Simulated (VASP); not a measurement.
# HfS2 (P-3m1) in VASP: vibrations by perturbation theory with LDA

Aim: the vibrations by perturbation theory of HfS2 with LDA.

Program: VASP 6.6.1. These are calculated values, not measurements. Logs are shortened: lines on timing, memory, paths and dates and some standing lists are left out, and cuts for length are marked.

### 1 The cell of the first run

It takes space group P-3m1 (No. 164, trigonal). The conventional cell has a = 3.398 Å, b = 3.398 Å, c = 5.218 Å, α = 90.00°, β = 90.00°, γ = 120.00°. Within 3.2 Å of Hf (site symmetry -3m) lie 6 S at 2.46 Å. Within 3.2 Å of S (site symmetry 3m) lie 3 Hf at 2.46 Å and 3 S at 2.99 Å.

### 2 Vibrations by perturbation theory, LDA

The input, INCAR:

```
SYSTEM = HfS2
PREC = Accurate
ENCUT = 500
EDIFF = 1E-8
ISMEAR = -1
SIGMA = 0.15
LREAL = .False.
LASPH = .True.
NELM = 120
ALGO = Normal
ISIF = 2
LWAVE = .False.
LCHARG = .True.
GGA = CA
NBANDS = 18
IBRION = 8
NSW = 1
GGA_COMPAT = .False.
```

The input, KPOINTS:

```
Automatic mesh
0
Gamma
  12 12 8
  0 0 0
```

The input, POSCAR:

```
HfS2
1.0
    3.3981132729      0.0000000000      0.0000000000
   -1.6990566365      2.9428524193      0.0000000000
    0.0000000000      0.0000000000      5.2176652695
Hf S
1 2
Direct
    0.0000000000      0.0000000000      0.0000000000
    0.6666666667      0.3333333333      0.7156339773
    0.3333333333      0.6666666667      0.2843660227
```

Potentials or basis: VASP PAW LDA potentials, release 64 (Hf_pv, S).

Started as:

```bash
$ cat potpaw_LDA.64/Hf_pv/POTCAR potpaw_LDA.64/S/POTCAR > POTCAR
$ mpirun -np 1 vasp_std > vasp.out
```

OUTCAR:

```text
SYSTEM = HfS2
   PREC = Accurate
   ENCUT = 500
   EDIFF = 1E-8
   ISMEAR = -1
   LREAL = .False.
   LASPH = .True.
   NELM = 120
   ISIF = 2
   GGA = CA
   IBRION = 8
   NSW = 1

 ion  position               nearest neighbor table
   1  0.000  0.000  0.000-   2 2.46   3 2.46   2 2.46   3 2.46   2 2.46   3 2.46
   2  0.667  0.333  0.716-   1 2.46   1 2.46   1 2.46
   3  0.333  0.667  0.284-   1 2.46   1 2.46   1 2.46

  LATTYP: Found a hexagonal cell.
 ALAT       =     3.3981132729
 C/A-ratio  =     1.5354594890

  Lattice vectors:

 A1 = (   3.3981132729,   0.0000000000,   0.0000000000)
 A2 = (  -1.6990566365,   2.9428524193,   0.0000000000)
 A3 = (   0.0000000000,   0.0000000000,   5.2176652695)

Analysis of symmetry for initial positions (statically):
=====================================================================
 Subroutine PRICEL returns:
 Original cell was already a primitive cell.

 Routine SETGRP: Setting up the symmetry group for a
 hexagonal supercell.

 Subroutine GETGRP returns: Found 12 space group operations
 (whereof 12 operations were pure point group operations)
 out of a pool of 24 trial point group operations.

The static configuration has the point symmetry D_3d.

Analysis of symmetry for dynamics (positions and initial velocities):
=====================================================================
 Subroutine PRICEL returns:
 Original cell was already a primitive cell.

 Routine SETGRP: Setting up the symmetry group for a
 hexagonal supercell.

 Subroutine GETGRP returns: Found 12 space group operations
 (whereof 12 operations were pure point group operations)
 out of a pool of 24 trial point group operations.

The dynamic configuration has the point symmetry D_3d.

 Subroutine INISYM returns: Found 12 space group operations
 (whereof 12 operations are pure point group operations),
 and found     1 'primitive' translations

----------------------------------------------------------------------------------------

                                     Primitive cell

  volume of cell :      52.1774

  direct lattice vectors                    reciprocal lattice vectors
     3.398113273  0.000000000  0.000000000     0.294280949  0.169903185  0.000000000
    -1.699056636  2.942852419  0.000000000     0.000000000  0.339806371  0.000000000
     0.000000000  0.000000000  5.217665270     0.000000000  0.000000000  0.191656603

  length of vectors
     3.398113273  3.398113273  5.217665270     0.339806371  0.339806371  0.191656603

  position of ions in fractional coordinates (direct lattice)
     0.000000000  0.000000000  0.000000000
     0.666666667  0.333333333  0.715633977
     0.333333333  0.666666667  0.284366023

  ion indices of the primitive-cell ions
   primitive index   ion index
                 1           1
                 2           2
                 3           3

----------------------------------------------------------------------------------------

 KPOINTS: Automatic mesh

Automatic generation of k-mesh.
[... 94 lines left out ...]
   IVDW    =     0    specifies the selected vdW correction
   LEPSILON=     F    determine dielectric tensor
   LRPA    =     F    only Hartree local field effects (RPA)
 non-spin polarized calculation
  energy-cutoff  :      500.00
  volume of cell :       52.18
 maximum number of plane-waves:      1345
 NGX is ok and might be reduce to    28
   NGX = 13   NGY = 13   NGZ = 19

--------------------------------------- Ionic step        1  -------------------------------------------

 number of electron      22.0000001 magnetization

 Free energy of the ion-electron system (eV)
  ---------------------------------------------------
  ext. energy  EPLUGINS =         0.00000000
  ---------------------------------------------------
  free energy    TOTEN  =       -24.58280000 eV

  energy without entropy =      -24.55695607  energy(sigma->0) =      -24.56987804

 E-fermi :   6.1821     XC(G=0): -11.2903

 val. band max:        6.1804401416   @ k =   0.5000   0.0000   0.5000
 cond. band min:       6.2772522622   @ k =   0.0000   0.4167   0.3750
 fundamental gap:      0.0968121206
 Fermi energy:         6.1820674612

 k-point     1 :       0.0000    0.0000    0.0000
  band No.  band energies     occupation
      1     -24.3416      2.00000
      2     -24.1344      2.00000
      3     -24.1344      2.00000
      4      -8.4910      2.00000
      5      -5.5350      2.00000
      6      -0.5104      2.00000
[... 481 lines left out ...]
      5      -5.7555      2.00000
      6       0.1247      2.00000
[... 10 lines left out ...]
     17      12.8283      0.00000
     18      14.2554      0.00000

 [... further k-points ...]

------------------------ aborting loop because EDIFF is reached ----------------------------------------

  FORCE on cell =-STRESS in cart. coord.  units (eV):
  Direction    XX          YY          ZZ          XY          YZ          ZX
  --------------------------------------------------------------------------------------
  -------------------------------------------------------------------------------------
  Total        3.9034527      3.9034527      3.8718725     -0.0000000      0.0000000      0.0000000
  in kB      119.8607398    119.8607398    118.8910289     -0.0000000      0.0000000      0.0000000
  external PRESSURE =     119.5375029 kB  Pullay stress =       0.0000000 kB

 VOLUME and BASIS-vectors are now :
 -----------------------------------------------------------------------------
  energy-cutoff  :      500.00
  volume of cell :       52.18
      direct lattice vectors                 reciprocal lattice vectors
     3.398113273  0.000000000  0.000000000     0.294280949  0.169903185  0.000000000
    -1.699056636  2.942852419  0.000000000     0.000000000  0.339806371  0.000000000
     0.000000000  0.000000000  5.217665270     0.000000000  0.000000000  0.191656603

 POSITION                                       TOTAL-FORCE (eV/Angst)
 -----------------------------------------------------------------------------------
      0.00000      0.00000      0.00000         0.000000      0.000000      0.000000
      1.69906      0.98095      3.73394        -0.000000      0.000000      0.028436
     -0.00000      1.96190      1.48373         0.000000     -0.000000     -0.028436
 -----------------------------------------------------------------------------------
    total drift:                                0.000000      0.000000      0.000000

  FREE ENERGIE OF THE ION-ELECTRON SYSTEM (eV)
  ---------------------------------------------------
  free  energy   TOTEN  =       -24.5828000011 eV

  energy  without entropy=      -24.5569560690  energy(sigma->0) =      -24.56987804

[... ionic steps 2 to 3 ...]

--------------------------------------- Ionic step        4  -------------------------------------------

------------------------ aborting loop because EDIFF is reached ----------------------------------------
[... 11 lines left out ...]
[... ionic steps 8 to 8 ...]

--------------------------------------- Ionic step        9  -------------------------------------------

 Free energy of the ion-electron system (eV)
  ---------------------------------------------------
  ---------------------------------------------------
  free energy    TOTEN  =        -0.12374300 eV

  energy without entropy =       -0.12376183

------------------------ aborting loop because EDIFF is reached ----------------------------------------

 INTERNAL STRAIN TENSOR  FOR ION    2  DIRECTION 3   (eV/Angst):
 -----------------------------------------------------------------------------
    12.38494 -0.00000 -0.00000
    -0.00000 12.38494  0.00000
     0.00000  0.00000 15.51780

 INTERNAL STRAIN TENSOR FOR ION    3 for displacements in x,y,z  (eV/Angst):
          X           Y           Z          XY          YZ          ZX
  --------------------------------------------------------------------------------
  x    -0.00000     0.00000     0.00000     5.20517     0.00000   -11.18584
  y     5.20517    -5.20517     0.00000     0.00000   -12.14144     0.00000
  z   -12.38494   -12.38494   -15.51780     0.00000     0.00000     0.00000

 SECOND DERIVATIVES (NOT SYMMETRIZED)
 ------------------------------------
               1X          1Y          1Z          2X          2Y          2Z          3X          3Y          3Z
  1X    -6.231962    0.000000    0.000000    3.115981   -0.000000    0.000000    3.115981   -0.000000    0.000000
  1Y     0.000000   -6.231962    0.000000   -0.000000    3.115981    0.000000   -0.000000    3.115981    0.000000
  1Z    -0.000000    0.000000  -20.885463    0.000000   -0.000000   10.442732    0.000000   -0.000000   10.442732
  2X     3.118709   -0.000000    0.000000   -6.158658    0.000000    0.000000    3.039949   -0.000000   -0.000000
  2Y    -0.000000    3.118709    0.000000    0.000000   -6.158658    0.000000   -0.000000    3.039949    0.000000
  2Z    -0.000000   -0.000000   10.441482    0.000000    0.000000  -14.156505    0.000000    0.000000    3.715023
  3X     3.118709   -0.000000    0.000000    3.039949   -0.000000   -0.000000   -6.158658    0.000000    0.000000
  3Y    -0.000000    3.118709    0.000000   -0.000000    3.039949    0.000000    0.000000   -6.158658    0.000000
  3Z    -0.000000   -0.000000   10.441482    0.000000    0.000000    3.715023    0.000000    0.000000  -14.156505

 Eigenvectors and eigenvalues of the dynamical matrix
 ----------------------------------------------------

   1 f  =   11.671029 THz    73.331241 2PiTHz  389.303637 cm-1    48.267478 meV
             X         Y         Z           dx          dy          dz
      0.000000  0.000000  0.000000     0.000000   -0.000000   -0.000000
      1.699057  0.980951  3.733939     0.000000   -0.000000   -0.707107
     -0.000000  1.961902  1.483727    -0.000000    0.000000    0.707107
[... 43 lines left out ...]
   9 f/i=    0.001096 THz     0.006889 2PiTHz    0.036570 cm-1     0.004534 meV
             X         Y         Z           dx          dy          dz
      0.000000  0.000000  0.000000    -0.389043    0.764518   -0.000000
      1.699057  0.980951  3.733939    -0.164825    0.323901   -0.000000
     -0.000000  1.961902  1.483727    -0.164825    0.323901   -0.000000

--------------------------------------------------------------------------------------------------------

 ELASTIC MODULI CONTR FROM IONIC RELAXATION (kBar)
 Direction    XX          YY          ZZ          XY          YZ          ZX
 --------------------------------------------------------------------------------
 XX        -707.9752   -346.2026   -660.4199      0.0000    421.9305     -0.0000
 YY        -346.2026   -707.9752   -660.4199      0.0000   -421.9305      0.0000
 ZZ        -660.4199   -660.4199   -827.4781      0.0000     -0.0000     -0.0000
 XY           0.0000      0.0000      0.0000   -180.8863      0.0000    388.7224
 YZ         421.9305   -421.9305     -0.0000      0.0000   -984.1839      0.0000
 ZX          -0.0000      0.0000     -0.0000    388.7224      0.0000   -835.3597
 --------------------------------------------------------------------------------
```

Run time: 55 min. Hardware: 1 thread of Oxide Virtual Turin-like, shared host; peak memory 1.2 GiB.

What came out:

```yaml
Highest_phonon_frequency_at_Γ_LO-TO_splitting_left_out: 389 cm⁻¹
```

Phonon frequencies in cm⁻¹ (negative: imaginary):
| q point | frequencies |
| --- | --- |
| (0.000, 0.000, 0.000) | 0 0 0 190 190 279 279 347 389 |

Caveat: the cell stands under pressure or tension, which shifts response properties; spin-orbit coupling is left out, which moves the levels of the heavy elements.
